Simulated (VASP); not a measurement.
A run of VASP 6.6.1 is set up as follows.

File INCAR:

```
SYSTEM = PbI2
PREC = Accurate ; ENCUT = 500
EDIFF = 1E-6 ; ISMEAR = -1
SIGMA = 0.05 ; LREAL = .FALSE.
LASPH = .TRUE. ; NELM = 120
ALGO = Normal ; ISIF = 2
LWAVE = .FALSE. ; LCHARG = .TRUE.
GGA = PE ; LELF = .TRUE.
LVHAR = .TRUE. ; NBANDS = 21
GGA_COMPAT = .FALSE.
```

The input KPOINTS:

```
regular mesh
0
G
  6 6 4
  0 0 0
```

File POSCAR:

```
PbI2
1.0
    4.5550000000      0.0000000000      0.0000000000
   -2.2775000000      3.9447500000      0.0000000000
    0.0000000000      0.0000000000      7.2095666667
Pb I
1 2
Direct
    0.0000000000      0.0000000000      0.0000000000
    0.3333333333      0.6666666667      0.2650000000
    0.6666666667      0.3333333333      0.7350000000
```

Potentials or basis: VASP PAW PBE potentials, release 64 (Pb_d, I).

Launch:

```console
$ cat potpaw_PBE.64/Pb_d/POTCAR potpaw_PBE.64/I/POTCAR > POTCAR
$ mpirun -np 1 vasp_std > vasp.out
```

Task: Predict the band gap on the k mesh.

Result: 2.29 eV.

Task: Predict the pressure.

Result: 0.8 GPa.

Task: Predict the largest force.

Result: 0.021 eV/Å.

Stress tensor (GPa, compression positive):
```
0.96 0.00 0.00
0.00 0.96 0.00
0.00 0.00 0.63
```

Caveat: spin-orbit coupling is left out, which moves the levels of the heavy elements; this functional lacks dispersion, which binds the layers, so the pressure and a relaxed spacing across them are unreliable. A hybrid or GW would open this gap; PBE tends to underestimate it.
